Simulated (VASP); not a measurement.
Input of a VASP 6.6.1 run:

Contents of INCAR:

```
SYSTEM = Co
  ALGO = Normal
  DIPOL = 0.5 0.5 0.500
  EDIFF = 1E-6
  ENCUT = 520
  GGA = PE
  IDIPOL = 3
  ISIF = 2
  ISMEAR = -1
  ISPIN = 2
  LASPH = .True.
  LCHARG = .False.
  LDIPOL = .True.
  LMAXMIX = 4
  LORBIT = 11
  LREAL = .False.
  LWAVE = .False.
  MAGMOM = 1.7 1.7 1.7 1.7 1.7
  NBANDS = 34
  NELM = 150
  PREC = Accurate
  SIGMA = 0.1
```

Contents of KPOINTS:

```
k-points
0
Gamma
  15 15 1
  0 0 0
```

The input POSCAR:

```
Co
1.0
    2.4930397870      0.0000000000      0.0000000000
   -1.2465198935      2.1590357882      0.0000000000
    0.0000000000      0.0000000000     24.0739000000
Co
5
Direct
    0.0000000000      0.0000000000      0.3339528373
    0.3333333333      0.6666666667      0.4155371695
    0.0000000000      0.0000000000      0.5000000356
    0.3333333333      0.6666666667      0.5844628529
    0.0000000000      0.0000000000      0.6660471045
```

Potentials or basis: VASP PAW PBE potentials, release 64 (Co).

The run is started by

```sh
$ cat potpaw_PBE.64/Co/POTCAR > POTCAR
$ mpirun -np 1 vasp_std > vasp.out
```

Predict the site moments.

Co +1.74, +1.66, +1.63 (each value once) μB.

Predict the net moment.

8.34 μB per cell.

What does it give for the largest force?

0.033 eV/Å.

Forces in eV/Å, atoms in the order of the input:
```
Co   0.000  0.000  0.033
Co   0.000  0.000 -0.007
Co   0.000  0.000  0.000
Co   0.000  0.000  0.007
Co   0.000  0.000 -0.033
```
